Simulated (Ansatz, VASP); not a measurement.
## MgS: VASP beside Ansatz

```
Mg S
1.0
     4.03462    0.00000    0.00000
    -2.01731    3.49409    0.00000
     0.00000    0.00000    6.43229
Mg S
2 2
Direct
  0.66667 0.33333 0.49575
  0.33333 0.66667 0.99575
  0.15740 0.53788 0.37924
  0.66667 0.33333 0.87924
```

Alike in both runs: task single point; functional PBE; k mesh 6 × 6 × 4; occupations gaussian, width 0.05 eV; no spin polarisation.

|  | VASP | Ansatz |
| --- | --- | --- |
| version | VASP 6.6.1 | Ansatz 0.2.0 |
| potentials or method | VASP PAW PBE potentials, release 64 (Mg, S), cutoff 520 eV | scalar-relativistic, plane waves, PAW |
| valence electrons in the cell | 16 | 32 |

```csv
,VASP,Ansatz,Ansatz less VASP
gap on the k mesh at the Fermi level (eV),3.09,3.09,+0.002
least direct gap on the mesh (eV),3.09,3.09,+0.002
pressure (GPa),9.4,9.3,-0.10
"traceless stress, the component that is largest in VASP (GPa)",11.37,11.15,-0.227
rms of the force components (eV/Å),4.245,4.166,-0.0783
```

Atom by atom the forces differ by 0.078 eV/Å (rms over components). VASP's potentials hold 16 valence electrons a cell and Ansatz's 32, so a difference there can come from the potentials and not from the codes.
